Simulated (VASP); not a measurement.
# Cu in VASP: notebook

Runs on Cu. Level: PBE+D3(BJ). Tasks: single point.

Everything below comes from runs of VASP 6.6.1. Logs are shortened: lines on timing, memory, paths and dates and some standing lists are left out, and cuts for length are marked.

## (1) The cell of the first run

The cell holds a slab with vacuum, 12 atoms: a = 5.105 Å, b = 5.105 Å, c = 17.168 Å, α = 90.00°, β = 90.00°, γ = 60.00°.

## (2) Single point, PBE+D3(BJ)

Input file INCAR:

```
SYSTEM = Cu
PREC     = Accurate       ! precision mode
ENCUT    = 520            ! plane-wave cutoff, eV
EDIFF    = 1E-6           ! SCF threshold, eV
ISMEAR   = -1             ! smearing method
SIGMA    = 0.1            ! smearing width, eV
LREAL    = .False.        ! projectors in reciprocal space
LASPH    = .True.         ! aspherical terms in the spheres
NELM     = 60             ! most SCF steps
ALGO     = Normal         ! electronic algorithm
ISIF     = 2              ! what is computed and relaxed
LWAVE    = .False.        ! write WAVECAR
LCHARG   = .False.        ! write CHGCAR
GGA      = PE             ! functional
IVDW     = 12             ! dispersion correction
NBANDS   = 78             ! bands
```

Input file KPOINTS:

```
regular mesh
0
Gamma
  2 2 1
  0 0 0
```

Input file POSCAR:

```
Cu
1.0
    5.1053110000      0.0000000000      0.0000000000
    2.5526550000      4.4213290000      0.0000000000
    0.0000000000      0.0000000000     17.1684690000
Cu
12
Direct
    0.1666599093      0.1666693431      0.0582463119
    0.6666686257      0.1666693431      0.0582463119
    0.1666700955      0.6666773723      0.0582463119
    0.6666592245      0.6666773723      0.0582463119
   -0.1605824136      0.3239071329      0.1770454896
    0.3397406449      0.3111734051      0.1861901606
   -0.1288508169      0.8373726542      0.1789326701
    0.3500091569      0.8280768068      0.1776396020
   -0.0086238554      0.0125075515      0.2967882576
    0.4909888486      0.0362560669      0.3114255558
   -0.0136792778      0.5023150279      0.2902180736
    0.4961666713      0.4987414418      0.3049136181
```

Potentials or basis: VASP PAW PBE potentials, release 64 (Cu).

Started as:

```sh
cat potpaw_PBE.64/Cu/POTCAR > POTCAR
mpirun -np 1 vasp_std > vasp.out
```

OUTCAR:

```text
SYSTEM = Cu
   PREC = Accurate
   ENCUT = 520
   EDIFF = 1E-6
   ISMEAR = -1
   LREAL = .False.
   LASPH = .True.
   NELM = 60
   ISIF = 2
   GGA = PE
   IVDW = 12
 IVDW          = 12

 ion  position               nearest neighbor table
   1  0.167  0.167  0.058-   5 2.50   8 2.54   3 2.55   2 2.55   4 2.55   4 2.55   2 2.55   3 2.55
                             6 2.61
   2  0.667  0.167  0.058-   5 2.51   7 2.54   1 2.55   4 2.55   3 2.55   4 2.55   3 2.55   1 2.55
                             6 2.63
   3  0.167  0.667  0.058-   7 2.45   1 2.55   4 2.55   2 2.55   2 2.55   4 2.55   1 2.55   8 2.55
                             6 2.70
   4  0.667  0.667  0.058-   8 2.48   5 2.54   3 2.55   1 2.55   2 2.55   2 2.55   1 2.55   3 2.55
                             7 2.66
   5  0.839  0.324  0.177-   7 2.41  11 2.42   9 2.47   1 2.50   2 2.51   6 2.53   8 2.54   4 2.54
                             8 2.57   6 2.59  12 2.67   7 2.71
   6  0.340  0.311  0.186-  11 2.37   8 2.44  10 2.47   5 2.53  12 2.54   7 2.56   7 2.58   5 2.59
                             1 2.61   2 2.63   8 2.67   3 2.70
   7  0.871  0.837  0.179-   5 2.41   9 2.41   8 2.42  11 2.43   3 2.45   2 2.54   6 2.56   6 2.58
                             4 2.66   8 2.68   5 2.71
   8  0.350  0.828  0.178-   7 2.42   6 2.44   4 2.48   5 2.54   1 2.54   3 2.55   5 2.57   9 2.59
                            12 2.63   6 2.67   7 2.68  10 2.77
   9  0.991  0.013  0.297-   7 2.41   5 2.47  11 2.49  10 2.51  12 2.51   8 2.59  12 2.60  11 2.62
                            10 2.63
  10  0.491  0.036  0.311-  12 2.38   6 2.47   9 2.51  11 2.51   9 2.63  11 2.66  12 2.73   8 2.77

  11  0.986  0.502  0.290-   6 2.37   5 2.42   7 2.43   9 2.49  10 2.51  12 2.52  12 2.61   9 2.62
                            10 2.66
  12  0.496  0.499  0.305-  10 2.38   9 2.51  11 2.52   6 2.54   9 2.60  11 2.61   8 2.63   5 2.67
                            10 2.73

  LATTYP: Found a hexagonal cell.
 ALAT       =     5.1053107325
 C/A-ratio  =     3.3628646520

  Lattice vectors:

 A1 = (  -2.5526550000,  -4.4213290000,   0.0000000000)
 A2 = (   5.1053110000,   0.0000000000,   0.0000000000)
 A3 = (   0.0000000000,   0.0000000000,  17.1684690000)

Analysis of symmetry for initial positions (statically):
=====================================================================
 Subroutine PRICEL returns:
 Original cell was already a primitive cell.

 Routine SETGRP: Setting up the symmetry group for a
 hexagonal supercell.

 Subroutine GETGRP returns: Found  1 space group operations
 (whereof  1 operations were pure point group operations)
 out of a pool of 24 trial point group operations.

The static configuration has the point symmetry C_1 .

Analysis of symmetry for dynamics (positions and initial velocities):
=====================================================================
 Subroutine PRICEL returns:
 Original cell was already a primitive cell.

 Routine SETGRP: Setting up the symmetry group for a
 hexagonal supercell.

 Subroutine GETGRP returns: Found  1 space group operations
 (whereof  1 operations were pure point group operations)
 out of a pool of 24 trial point group operations.

The dynamic configuration has the point symmetry C_1 .

 Subroutine INISYM returns: Found  1 space group operations
 (whereof  1 operations are pure point group operations),
 and found     1 'primitive' translations

----------------------------------------------------------------------------------------

                                     Primitive cell

  volume of cell :     387.5311

  direct lattice vectors                    reciprocal lattice vectors
     5.105311000  0.000000000  0.000000000     0.195874453 -0.113088147  0.000000000
     2.552655000  4.421329000  0.000000000     0.000000000  0.226176337  0.000000000
     0.000000000  0.000000000 17.168469000     0.000000000  0.000000000  0.058246312

  length of vectors
     5.105311000  5.105310732 17.168469000     0.226176326  0.226176337  0.058246312

  position of ions in fractional coordinates (direct lattice)
     0.166659909  0.166669343  0.058246312
     0.666668626  0.166669343  0.058246312
     0.166670096  0.666677372  0.058246312
     0.666659225  0.666677372  0.058246312
     0.839417586  0.323907133  0.177045490
     0.339740645  0.311173405  0.186190161
     0.871149183  0.837372654  0.178932670
     0.350009157  0.828076807  0.177639602
     0.991376145  0.012507552  0.296788258
     0.490988849  0.036256067  0.311425556
     0.986320722  0.502315028  0.290218074
     0.496166671  0.498741442  0.304913618

  ion indices of the primitive-cell ions
   primitive index   ion index
                 1           1
                 2           2
                 3           3
                 4           4
                 5           5
                 6           6
                 7           7
                 8           8
                 9           9
                10          10
                11          11
                12          12

----------------------------------------------------------------------------------------

 KPOINTS: regular mesh

Automatic generation of k-mesh.
 Grid dimensions read from file:
 generate k-points for:    2    2    1

 Generating k-lattice:

  Cartesian coordinates                     Fractional coordinates (reciprocal lattice)
     0.097937227 -0.056544073  0.000000000     0.500000000  0.000000000  0.000000000
     0.000000000  0.113088169  0.000000000     0.000000000  0.500000000  0.000000000
     0.000000000  0.000000000  0.058246312     0.000000000  0.000000000  1.000000000

  Length of vectors
     0.113088163  0.113088169  0.058246312

  Shift w.r.t. Gamma in fractional coordinates (k-lattice)
     0.000000000  0.000000000  0.000000000

 Subroutine IBZKPT returns following result:
 ===========================================

 Found      4 irreducible k-points:

 Following reciprocal coordinates:
            Coordinates               Weight
  0.000000  0.000000  0.000000      1.000000
  0.500000  0.000000  0.000000      1.000000
  0.500000  0.500000  0.000000      1.000000
  0.000000  0.500000  0.000000      1.000000
   k-points           NKPTS =      4   k-points in BZ     NKDIM =      4   number of bands    NBANDS=     78
   number of dos      NEDOS =    301   number of ions     NIONS =     12
   total plane-waves  NPLWV = 204800
   dimension x,y,z NGX =    40 NGY =   40 NGZ =  128
   dimension x,y,z NGXF=    80 NGYF=   80 NGZF=  256
   ions per type =              12
   NGX,Y,Z   is equivalent  to a cutoff of  13.03, 13.03, 12.39 a.u.
   NGXF,Y,Z  is equivalent  to a cutoff of  26.05, 26.05, 24.79 a.u.
 SYSTEM =  Cu
   PREC   = accura    normal or accurate (medium, high low for compatibility)
   ISTART =      0    job   : 0-new  1-cont  2-samecut
   ICHARG =      2    charge: 1-file 2-atom 10-const
   ISPIN  =      1    spin polarized calculation?
   LNONCOLLINEAR =      F non collinear calculations
   LSORBIT =      F    spin-orbit coupling
   LASPH  =      T    aspherical Exc in radial PAW
   ENCUT  =  520.0 eV  38.22 Ry    6.18 a.u.   9.49  9.49 31.92*2*pi/ulx,y,z
   NELM   =     60;   NELMIN=  2; NELMDL= -5     # of ELM steps
   EDIFF  = 0.1E-05   stopping-criterion for ELM
   LREAL  =      F    real-space projection
   EDIFFG = 0.1E-04   stopping-criterion for IOM
   NSW    =      0    number of steps for IOM
   IBRION =     -1    ionic relax: 0-MD 1-quasi-New 2-CG
   NFREE  =      0    steps in history (QN), initial steepest desc. (CG)
   ISIF   =      2    stress and relaxation
   ISYM   =      2    0-nonsym 1-usesym 2-fastsym
   POTIM  = 0.5000    time-step for ionic-motion
   TEBEG  =    0.0;   TEEND  =   0.0 temperature during run
   PSTRESS=    0.0 pullay stress
   NELECT =     132.0000    total number of electrons
   NUPDOWN=      -1.0000    fix difference up-down
   EMIN   =  10.00;   EMAX   =-10.00  energy-range for DOS
   EFERMI =   0.00;   METHOD = LEGACY
   ISMEAR =    -1;   SIGMA  =   0.10  broadening in eV -4-tet -1-fermi 0-gaus
   EFERMI_NEDOS =   21; number of points for ismear=-14 and -15
   IALGO  =     38    algorithm
   IMIX   =      4    mixing-type and parameters
     AMIX     =   0.40;   BMIX     =  1.00
     AMIX_MAG =   1.60;   BMIX_MAG =  1.00
  volume/ion in A,a.u.               =      32.29       217.93
  Fermi-wavevector in a.u.,A,eV,Ry     =   1.143310  2.160542 17.784956  1.307157
  Thomas-Fermi vector in A             =   2.280005
   LORBIT       =      0    0 simple, 1 ext, 2 COOP (PROOUT), +10 PAW based schemes
   GGA     = PE    functional components
   LHFCALC =     F    Hartree Fock is set to
   AEXX    =    0.0000 exact exchange contribution
   IVDW    =    12    specifies the selected vdW correction
   LEPSILON=     F    determine dielectric tensor
   LRPA    =     F    only Hartree local field effects (RPA)
 non-spin polarized calculation
  energy-cutoff  :      520.00
  volume of cell :      387.53
 maximum number of plane-waves:     10467
 NGX is ok and might be reduce to    40
   NGX = 19   NGY = 19   NGZ = 63

 number of electron     132.0000007 magnetization

 Free energy of the ion-electron system (eV)
  ---------------------------------------------------
  ext. energy  EPLUGINS =         0.00000000
  ---------------------------------------------------
  free energy    TOTEN  =       -39.10720314 eV

  energy without entropy =      -38.69422858  energy(sigma->0) =      -38.90071586

 E-fermi :  -0.0999     XC(G=0):  -5.7385

 val. band max:       -0.1074723328   @ k =   0.0000   0.0000   0.0000
 cond. band min:      -0.0556222118   @ k =   0.5000   0.0000   0.0000
 fundamental gap:      0.0518501210
 Fermi energy:        -0.0999331542

 k-point     1 :       0.0000    0.0000    0.0000
  band No.  band energies     occupation
      1      -8.8184      2.00000
      2      -6.9530      2.00000
      3      -5.4195      2.00000
      4      -4.9458      2.00000
      5      -4.9140      2.00000
      6      -4.9021      2.00000
[... 70 lines left out ...]
     77       4.2724      0.00000
     78       4.7206      0.00000

 k-point     2 :       0.5000    0.0000    0.0000
  band No.  band energies     occupation
      1      -7.0768      2.00000
      2      -6.8634      2.00000
      3      -5.4465      2.00000
      4      -5.3591      2.00000
      5      -4.7253      2.00000
      6      -4.6354      2.00000
[... 70 lines left out ...]
     77       6.3604      0.00000
     78       6.4226      0.00000

 k-point     3 :       0.5000    0.5000    0.0000
  band No.  band energies     occupation
      1      -7.0214      2.00000
      2      -6.9210      2.00000
      3      -5.4220      2.00000
      4      -5.3627      2.00000
      5      -4.7197      2.00000
      6      -4.6333      2.00000
[... 70 lines left out ...]
     77       6.3926      0.00000
     78       6.4249      0.00000

 k-point     4 :       0.0000    0.5000    0.0000
  band No.  band energies     occupation
      1      -7.0577      2.00000
      2      -6.8840      2.00000
      3      -5.4494      2.00000
      4      -5.3245      2.00000
      5      -4.7541      2.00000
      6      -4.6298      2.00000
[... 70 lines left out ...]
     77       6.2738      0.00000
     78       6.4107      0.00000

------------------------ aborting loop because EDIFF is reached ----------------------------------------

 Edisp (eV)   -4.59934

 E8    (eV) :    -2.0662

  FORCE on cell =-STRESS in cart. coord.  units (eV):
  Direction    XX          YY          ZZ          XY          YZ          ZX
  --------------------------------------------------------------------------------------
  -------------------------------------------------------------------------------------
  Total      -5.36620    -4.84854    -1.49228     0.39940     0.05959    -0.24556
  in kB     -22.18557   -20.04539    -6.16956     1.65124     0.24636    -1.01521
  external pressure =      -16.13 kB  Pullay stress =        0.00 kB

 VOLUME and BASIS-vectors are now :
 -----------------------------------------------------------------------------
  energy-cutoff  :      520.00
  volume of cell :      387.53
      direct lattice vectors                 reciprocal lattice vectors
     5.105311000  0.000000000  0.000000000     0.195874453 -0.113088147  0.000000000
     2.552655000  4.421329000  0.000000000     0.000000000  0.226176337  0.000000000
     0.000000000  0.000000000 17.168469000     0.000000000  0.000000000  0.058246312

 POSITION                                       TOTAL-FORCE (eV/Angst)
 -----------------------------------------------------------------------------------
      1.27630      0.73690      1.00000         0.153325      0.048948      0.154620
      3.82900      0.73690      1.00000        -0.139551      0.051126      0.220471
      2.55270      2.94760      1.00000         0.083807     -0.234579      0.123296
      5.10530      2.94760      1.00000         0.133217     -0.009448      0.135612
      5.11231      1.43210      3.03960        -0.038460      0.561277     -0.189224
      2.52880      1.37580      3.19660         0.497257      0.262805     -0.773441
      6.58501      3.70230      3.07200        -1.073636     -0.347438     -0.255243
      3.90070      3.66120      3.04980         0.273620     -0.300153      0.445155
      5.09321      0.05530      5.09540         0.286807     -0.286146      0.183344
      2.59920      0.16030      5.34670        -0.356405     -0.941972     -0.330626
      6.31771      2.22090      4.98260        -0.061915      0.491280      0.642191
      3.80620      2.20510      5.23490         0.241935      0.704301     -0.356154
 -----------------------------------------------------------------------------------
    total drift:                               -0.000182      0.000563     -0.000745

  FREE ENERGIE OF THE ION-ELECTRON SYSTEM (eV)
  ---------------------------------------------------
  free  energy   TOTEN  =       -43.7065424104 eV

  energy  without entropy=      -43.2935678577  energy(sigma->0) =      -43.50005513
```

It took 3.6 min on 1 thread of AMD EPYC 9R45 (Zen 5), shared host; peak memory 0.45 GiB.

What came out:

```yaml
Free_energy: -43.7065 eV
Largest_force: 1.157 eV/Å
Dispersion_energy_per_atom: -0.383 eV
```

Forces in eV/Å, atoms in the order of the input:
```
Cu   0.153  0.049  0.155
Cu  -0.140  0.051  0.220
Cu   0.084 -0.235  0.123
Cu   0.133 -0.009  0.136
Cu  -0.038  0.561 -0.189
Cu   0.497  0.263 -0.773
Cu  -1.074 -0.347 -0.255
Cu   0.274 -0.300  0.445
Cu   0.287 -0.286  0.183
Cu  -0.356 -0.942 -0.331
Cu  -0.062  0.491  0.642
Cu   0.242  0.704 -0.356
```

Levels at points of the mesh, in eV from the Fermi level:
```csv
k point,band 62,band 63,band 64,band 65,band 66,band 67,band 68,band 69,band 70,band 71
"(0.00, 0.00, 0.00)",-1.59,-1.58,-0.26,-0.06,-0.04,-0.01,0.96,1.00,1.02,1.42
"(0.50, 0.00, 0.00)",-1.71,-1.66,-1.65,-0.21,-0.08,0.04,0.16,0.92,0.97,2.64
"(0.50, 0.50, 0.00)",-1.76,-1.68,-1.67,-0.19,-0.14,0.11,0.15,0.94,0.98,2.65
"(0.00, 0.50, 0.00)",-1.75,-1.68,-1.65,-0.23,-0.08,0.07,0.19,0.83,1.07,2.61
```

Caveat: the k points lie up to 0.71 Å⁻¹ apart; there is no dipole correction, which matters where the two faces differ.

(Part 1 of 2 ends here.)
